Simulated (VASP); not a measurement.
# Cd (P-1) in VASP: further runs

Runs on Cd. Level: r2SCAN. Tasks: single point.

All numbers are computed with VASP 6.6.1; they aren't measurements. Logs are shortened: lines on timing, memory, paths and dates and some standing lists are left out, and cuts for length are marked.

## (1) The cell of the first run

The typed cell holds 2 atoms: a = 3.748 Å, b = 3.766 Å, c = 6.114 Å, α = 89.70°, β = 89.66°, γ = 60.35°.

## (2) Single point, r2SCAN

Contents of POSCAR:

```
Cd
1.0
    1.8793913100      3.2425025800      0.0110442900
   -1.8974518700      3.2529296500      0.0099419800
    0.0017901200      0.0196731800      6.1135686100
Cd
2
Direct
    0.3852680000      0.1265780000      0.1805230000
    0.6251530000      0.7234080000      0.8399160000
```

Contents of INCAR.step1:

```
SYSTEM = Cd
  ALGO = Normal
  EDIFF = 1E-4
  ENCUT = 520
  GGA = PE
  ISMEAR = -1
  LASPH = .True.
  LCHARG = .False.
  LREAL = .False.
  LWAVE = .True.
  NBANDS = 19
  NELM = 100
  PREC = Accurate
  SIGMA = 0.0798
```

Contents of INCAR.step2:

```
SYSTEM = Cd
  ALGO = Normal
  EDIFF = 1E-6
  ENCUT = 520
  ISIF = 2
  ISMEAR = -1
  ISTART = 1
  LASPH = .True.
  LCHARG = .True.
  LELF = .True.
  LMIXTAU = .True.
  LREAL = .False.
  LVHAR = .True.
  LWAVE = .False.
  METAGGA = R2SCAN
  NBANDS = 19
  NELM = 100
  PREC = Accurate
  SIGMA = 0.0798
```

Contents of KPOINTS:

```
k-points
0
Gamma
  6 6 3
  0 0 0
```

Potentials or basis: VASP PAW PBE potentials, release 64 (Cd).

Command:

```sh
> cat potpaw_PBE.64/Cd/POTCAR > POTCAR
> cp INCAR.step1 INCAR
> mpirun -np 1 vasp_std > vasp.out
> cp INCAR.step2 INCAR
> mpirun -np 1 vasp_std > vasp.out
```

OUTCAR:

```text
SYSTEM = Cd
   EDIFF = 1E-6
   ENCUT = 520
   ISIF = 2
   ISMEAR = -1
   ISTART = 1
   LASPH = .True.
   LREAL = .False.
   METAGGA = R2SCAN
   NELM = 100
   PREC = Accurate

 ion  position               nearest neighbor table
   1  0.385  0.127  0.181-   2 2.47   2 3.35   2 3.48
   2  0.625  0.723  0.840-   1 2.47   1 3.35   1 3.48

  Warning from LATTYP: Got some problem with cell dimensions!
  Tried to take original basis but could not verify dimensions!
  LATTYP: Found a triclinic cell.
 ALAT       =     3.7478069125
 B/A-ratio  =     1.0077514190
 C/A-ratio  =     1.6312474651
 COS(alpha) =     0.0005757818
 COS(beta)  =     0.0058777586
 COS(gamma) =     0.4990746592

  Lattice vectors:

 A1 = (  -1.8793913100,  -3.2425025800,  -0.0110442900)
 A2 = (  -3.7768431800,   0.0104270700,  -0.0011023100)
 A3 = (  -0.0017901200,  -0.0196731800,  -6.1135686100)

Analysis of symmetry for initial positions (statically):
=====================================================================
 Subroutine PRICEL returns:
 Original cell was already a primitive cell.

 Routine SETGRP: Setting up the symmetry group for a
 triclinic supercell.

 Subroutine GETGRP returns: Found  2 space group operations
 (whereof  1 operations were pure point group operations)
 out of a pool of  2 trial point group operations.

The static configuration has the point symmetry C_1 .
 The point group associated with its full space group is S_2 .

Analysis of symmetry for dynamics (positions and initial velocities):
=====================================================================
 Subroutine PRICEL returns:
 Original cell was already a primitive cell.

 Routine SETGRP: Setting up the symmetry group for a
 triclinic supercell.

 Subroutine GETGRP returns: Found  2 space group operations
 (whereof  1 operations were pure point group operations)
 out of a pool of  2 trial point group operations.

The dynamic configuration has the point symmetry C_1 .
 The point group associated with its full space group is S_2 .

 Subroutine INISYM returns: Found  2 space group operations
 (whereof  1 operations are pure point group operations),
 and found     1 'primitive' translations

----------------------------------------------------------------------------------------

                                     Primitive cell

  volume of cell :      74.9884

  direct lattice vectors                    reciprocal lattice vectors
     1.879391310  3.242502580  0.011044290     0.265198630  0.154693587 -0.000575450
    -1.897451870  3.252929650  0.009941980    -0.264348254  0.153220665 -0.000415653
     0.001790120  0.019673180  6.113568610    -0.000049200 -0.000528627  0.163572301

  length of vectors
     3.747806913  3.765896142  6.113600526     0.307019136  0.305543359  0.163573163

  position of ions in fractional coordinates (direct lattice)
     0.385268000  0.126578000  0.180523000
     0.625153000  0.723408000  0.839916000

  ion indices of the primitive-cell ions
   primitive index   ion index
                 1           1
                 2           2

----------------------------------------------------------------------------------------

 KPOINTS: k-points

Automatic generation of k-mesh.
 Grid dimensions read from file:
 generate k-points for:    6    6    3

 Generating k-lattice:

  Cartesian coordinates                     Fractional coordinates (reciprocal lattice)
     0.044199772  0.025782265 -0.000095908     0.166666667 -0.000000000  0.000000000
    -0.044058042  0.025536777 -0.000069275     0.000000000  0.166666667  0.000000000
    -0.000016400 -0.000176209  0.054524100     0.000000000  0.000000000  0.333333333

  Length of vectors
     0.051169856  0.050923893  0.054524388

  Shift w.r.t. Gamma in fractional coordinates (k-lattice)
     0.000000000  0.000000000  0.000000000

 Subroutine IBZKPT returns following result:
 ===========================================

 Found     56 irreducible k-points:

 Following reciprocal coordinates:
            Coordinates               Weight
  0.000000  0.000000  0.000000      1.000000
  0.166667 -0.000000  0.000000      2.000000
  0.333333 -0.000000 -0.000000      2.000000
  0.500000 -0.000000  0.000000      1.000000
  0.000000  0.166667  0.000000      2.000000
  0.166667  0.166667  0.000000      2.000000
[... 16 lines left out ...]
  0.333333 -0.000000  0.333333      2.000000
  0.500000 -0.000000  0.333333      2.000000
 [... further k-points ...]
   k-points           NKPTS =     56   k-points in BZ     NKDIM =     56   number of bands    NBANDS=     19
   number of dos      NEDOS =    301   number of ions     NIONS =      2
   total plane-waves  NPLWV =  37632
   dimension x,y,z NGX =    28 NGY =   28 NGZ =   48
   dimension x,y,z NGXF=    56 NGYF=   56 NGZF=   96
   ions per type =               2
   NGX,Y,Z   is equivalent  to a cutoff of  12.42, 12.36, 13.05 a.u.
   NGXF,Y,Z  is equivalent  to a cutoff of  24.84, 24.72, 26.11 a.u.
 SYSTEM =  Cd
   PREC   = accura    normal or accurate (medium, high low for compatibility)
   ISTART =      1    job   : 0-new  1-cont  2-samecut
   ICHARG =      0    charge: 1-file 2-atom 10-const
   ISPIN  =      1    spin polarized calculation?
   LNONCOLLINEAR =      F non collinear calculations
   LSORBIT =      F    spin-orbit coupling
   LASPH  =      T    aspherical Exc in radial PAW
   ENCUT  =  520.0 eV  38.22 Ry    6.18 a.u.   6.97  7.00 11.37*2*pi/ulx,y,z
   NELM   =    100;   NELMIN=  2; NELMDL=  0     # of ELM steps
   EDIFF  = 0.1E-05   stopping-criterion for ELM
   LREAL  =      F    real-space projection
   EDIFFG = 0.1E-04   stopping-criterion for IOM
   NSW    =      0    number of steps for IOM
   IBRION =     -1    ionic relax: 0-MD 1-quasi-New 2-CG
   NFREE  =      0    steps in history (QN), initial steepest desc. (CG)
   ISIF   =      2    stress and relaxation
   ISYM   =      2    0-nonsym 1-usesym 2-fastsym
   POTIM  = 0.5000    time-step for ionic-motion
   TEBEG  =    0.0;   TEEND  =   0.0 temperature during run
   PSTRESS=    0.0 pullay stress
   NELECT =      24.0000    total number of electrons
   NUPDOWN=      -1.0000    fix difference up-down
   EMIN   =  10.00;   EMAX   =-10.00  energy-range for DOS
   EFERMI =   0.00;   METHOD = LEGACY
   ISMEAR =    -1;   SIGMA  =   0.08  broadening in eV -4-tet -1-fermi 0-gaus
   EFERMI_NEDOS =   21; number of points for ismear=-14 and -15
   IALGO  =     38    algorithm
   IMIX   =      4    mixing-type and parameters
     AMIX     =   0.40;   BMIX     =  1.00
     AMIX_MAG =   1.60;   BMIX_MAG =  1.00
  volume/ion in A,a.u.               =      37.49       253.02
  Fermi-wavevector in a.u.,A,eV,Ry     =   1.119818  2.116148 17.061588  1.253991
  Thomas-Fermi vector in A             =   2.256459
   LORBIT       =      0    0 simple, 1 ext, 2 COOP (PROOUT), +10 PAW based schemes
   METAGGA = R2SCAN    functional components
   LHFCALC =     F    Hartree Fock is set to
   AEXX    =    0.0000 exact exchange contribution
   IVDW    =     0    specifies the selected vdW correction
   LEPSILON=     F    determine dielectric tensor
   LRPA    =     F    only Hartree local field effects (RPA)
 non-spin polarized calculation
  energy-cutoff  :      520.00
  volume of cell :       74.99
 maximum number of plane-waves:      2034
   NGX = 13   NGY = 13   NGZ = 23

 number of electron      24.0000002 magnetization

 Free energy of the ion-electron system (eV)
  ---------------------------------------------------
  ext. energy  EPLUGINS =         0.00000000
  ---------------------------------------------------
  free energy    TOTEN  =       -38.63308340 eV

  energy without entropy =      -38.61064834  energy(sigma->0) =      -38.62186587

 E-fermi :  -0.0686     XC(G=0):  -8.6119

 val. band max:       -0.0989079686   @ k =   0.3333  -0.0000  -0.0000
 cond. band min:      -0.0390936945   @ k =   0.3333   0.3333   0.0000
 fundamental gap:      0.0598142741
 Fermi energy:        -0.0686225676

 k-point     1 :       0.0000    0.0000    0.0000
  band No.  band energies     occupation
      1     -10.0856      2.00000
      2      -9.6584      2.00000
      3      -9.5047      2.00000
      4      -9.1942      2.00000
      5      -9.0331      2.00000
      6      -8.9890      2.00000
[... 11 lines left out ...]
     18      11.4458      0.00000
     19      11.5419      0.00000

 k-point     2 :       0.1667   -0.0000    0.0000
  band No.  band energies     occupation
      1     -10.0844      2.00000
      2      -9.6200      2.00000
      3      -9.5315      2.00000
      4      -9.1907      2.00000
      5      -9.0364      2.00000
      6      -8.9194      2.00000
[... 11 lines left out ...]
     18      10.8957      0.00000
     19      11.8875      0.00000

 k-point     3 :       0.3333   -0.0000   -0.0000
  band No.  band energies     occupation
      1     -10.0793      2.00000
      2      -9.6296      2.00000
      3      -9.5278      2.00000
      4      -9.2116      2.00000
      5      -8.9857      2.00000
      6      -8.8535      2.00000
[... 11 lines left out ...]
     18       7.5848      0.00000
     19      11.0483      0.00000

 k-point     4 :       0.5000   -0.0000    0.0000
  band No.  band energies     occupation
      1     -10.0755      2.00000
      2      -9.6599      2.00000
      3      -9.5193      2.00000
      4      -9.2348      2.00000
      5      -8.9233      2.00000
      6      -8.8634      2.00000
[... 11 lines left out ...]
     18       6.1978      0.00000
     19      10.6878      0.00000

 k-point     5 :       0.0000    0.1667    0.0000
  band No.  band energies     occupation
      1     -10.0982      2.00000
      2      -9.5979      2.00000
      3      -9.4886      2.00000
      4      -9.1410      2.00000
      5      -9.1108      2.00000
      6      -8.9523      2.00000
[... 11 lines left out ...]
     18      10.5619      0.00000
     19      10.7105      0.00000

 k-point     6 :       0.1667    0.1667    0.0000
  band No.  band energies     occupation
      1     -10.0868      2.00000
      2      -9.6417      2.00000
      3      -9.5233      2.00000
      4      -9.2026      2.00000
      5      -9.0126      2.00000
      6      -8.9370      2.00000
[... 11 lines left out ...]
     18      10.9640      0.00000
     19      11.6330      0.00000

 k-point     7 :       0.3333    0.1667   -0.0000
  band No.  band energies     occupation
      1     -10.0803      2.00000
      2      -9.6000      2.00000
      3      -9.5850      2.00000
      4      -9.2037      2.00000
      5      -9.0257      2.00000
      6      -8.8436      2.00000
[... 11 lines left out ...]
     18       9.4339      0.00000
     19       9.7077      0.00000

 k-point     8 :       0.5000    0.1667    0.0000
  band No.  band energies     occupation
      1     -10.0819      2.00000
      2      -9.6262      2.00000
      3      -9.5319      2.00000
      4      -9.1738      2.00000
      5      -9.0329      2.00000
      6      -8.8585      2.00000
[... 256 lines left out ...]
 k-point    20 :       0.5000    0.5000   -0.0000
  band No.  band energies     occupation
      1     -10.0883      2.00000
      2      -9.6809      2.00000
      3      -9.5594      2.00000
      4      -9.2528      2.00000
      5      -8.8796      2.00000
      6      -8.8655      2.00000
[... 11 lines left out ...]
     18       6.3870      0.00000
     19      10.3403      0.00000

 k-point    21 :       0.0000    0.0000    0.3333
  band No.  band energies     occupation
      1     -10.0802      2.00000
      2      -9.6679      2.00000
      3      -9.5066      2.00000
      4      -9.1973      2.00000
      5      -9.0286      2.00000
      6      -8.9935      2.00000
[... 11 lines left out ...]
     18       9.4608      0.00000
     19      11.5993      0.00000

 k-point    22 :       0.1667   -0.0000    0.3333
  band No.  band energies     occupation
      1     -10.0856      2.00000
      2      -9.6313      2.00000
      3      -9.5339      2.00000
      4      -9.1959      2.00000
      5      -9.0304      2.00000
      6      -8.9235      2.00000
[... 11 lines left out ...]
     18       8.5250      0.00000
     19      10.9185      0.00000

 k-point    23 :       0.3333   -0.0000    0.3333
  band No.  band energies     occupation
      1     -10.0871      2.00000
      2      -9.6315      2.00000
      3      -9.5427      2.00000
      4      -9.2166      2.00000
      5      -8.9781      2.00000
      6      -8.8534      2.00000
[... 11 lines left out ...]
     18       9.1021      0.00000
     19       9.9586      0.00000

 k-point    24 :       0.5000   -0.0000    0.3333
  band No.  band energies     occupation
      1     -10.0828      2.00000
      2      -9.6600      2.00000
      3      -9.5357      2.00000
      4      -9.2394      2.00000
      5      -8.9173      2.00000
      6      -8.8553      2.00000
[... 11 lines left out ...]
     18       7.7981      0.00000
     19       9.6345      0.00000

 [... further k-points ...]
[... 5 lines left out ...]
  --------------------------------------------------------------------------------------
  -------------------------------------------------------------------------------------
  Total        0.1803809     -1.2331489      3.1995343     -0.7139843      1.2937542     -2.8408358
  in kB        3.8539595    -26.3470609     68.3602178    -15.2547576     27.6419348    -60.6963816
  external PRESSURE =      15.2890388 kB  Pullay stress =       0.0000000 kB

 VOLUME and BASIS-vectors are now :
 -----------------------------------------------------------------------------
  energy-cutoff  :      520.00
  volume of cell :       74.99
      direct lattice vectors                 reciprocal lattice vectors
     1.879391310  3.242502580  0.011044290     0.265198630  0.154693587 -0.000575450
    -1.897451870  3.252929650  0.009941980    -0.264348254  0.153220665 -0.000415653
     0.001790120  0.019673180  6.113568610    -0.000049200 -0.000528627  0.163572301

 POSITION                                       TOTAL-FORCE (eV/Angst)
 -----------------------------------------------------------------------------------
      0.48422      1.66453      1.10915        -1.306085      0.583854      2.003952
     -0.19622      4.39678      5.14898         1.306085     -0.583854     -2.003952
 -----------------------------------------------------------------------------------
    total drift:                                0.000016      0.000028      0.000004

  FREE ENERGIE OF THE ION-ELECTRON SYSTEM (eV)
  ---------------------------------------------------
  free  energy   TOTEN  =       -38.6330833955 eV

  energy  without entropy=      -38.6106483359  energy(sigma->0) =      -38.62186587
```

Run time: 2.6 min. Hardware: 1 thread of Intel Xeon Platinum 8488C (Sapphire Rapids), shared host; peak memory 0.23 GiB.

Results:

| Item | Value |
| --- | --- |
| Free energy | -38.6331 eV |
| Pressure | 1.5 GPa |
| Largest force | 2.462 eV/Å |
| Band gap on the k mesh | zero (band 12 reaches -0.04 eV, above the bottom of band 13 at -0.11 eV) |

Forces in eV/Å, atoms in the order of the input:
```
Cd  -1.306  0.584  2.004
Cd   1.306 -0.584 -2.004
```

Caveat: the PAW data sets were made with another functional, which shifts forces and pressure a little.

(Part 1 of 2 ends here.)
